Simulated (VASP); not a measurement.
Input of a VASP 6.6.1 run:

INCAR

```
SYSTEM = Hf
ALGO = Normal
EDIFF = 1E-7
EDIFFG = -0.01
ENCUT = 600
GGA = PS
IBRION = 2
ISIF = 3
ISMEAR = 0
LASPH = .True.
LCHARG = .False.
LREAL = .False.
LWAVE = .False.
NELM = 100
NSW = 60
PREC = Accurate
PSTRESS = 300.0
SIGMA = 0.05
```

KPOINTS

```
k-points
0
Gamma
  16 16 16
  0 0 0
```

The input POSCAR:

```
Hf
1.0
    2.9100000000      0.0000000000      0.0000000000
    0.0000000000      2.9100000000      0.0000000000
    0.0000000000      0.0000000000      2.9100000000
Hf
1
Direct
    0.0000000000      0.0000000000      0.0000000000
```

Potentials or basis: VASP PAW PBE potentials, release 64 (Hf_pv).

The run is started by

```sh
$ cat potpaw_PBE.64/Hf_pv/POTCAR > POTCAR
$ mpirun -np 1 vasp_std > vasp.out
```

Problem. What does it give for the relaxed cell?

Solution. a = 2.635 Å, b = 2.635 Å, c = 2.635 Å, α = 90.00°, β = 90.00°, γ = 90.00°.

Problem. Estimate the relaxed volume.

Solution. 18.30 Å³/atom.

Problem. Estimate the space group after relaxing (to 0.05 Å).

Solution. Pm-3m (No. 221).

Problem. Estimate the band gap on the k mesh.

Solution. Zero (band 5 reaches 6.91 eV, above the bottom of band 6 at 3.36 eV).

Final structure:
```
CELL_PARAMETERS angstrom
2.63524 0.00000 0.00000
0.00000 2.63524 0.00000
0.00000 0.00000 2.63524
ATOMIC_POSITIONS crystal
Hf 0.00000 0.00000 0.00000
```

Caveat: the cell is relaxed towards a set pressure, so the enthalpy falls and the energy may rise; the volume moved by over 15 % at a fixed basis, so the end points are rough; the PAW data sets were made with another functional, which shifts forces and pressure a little; spin-orbit coupling is left out, which moves the levels of the heavy elements.
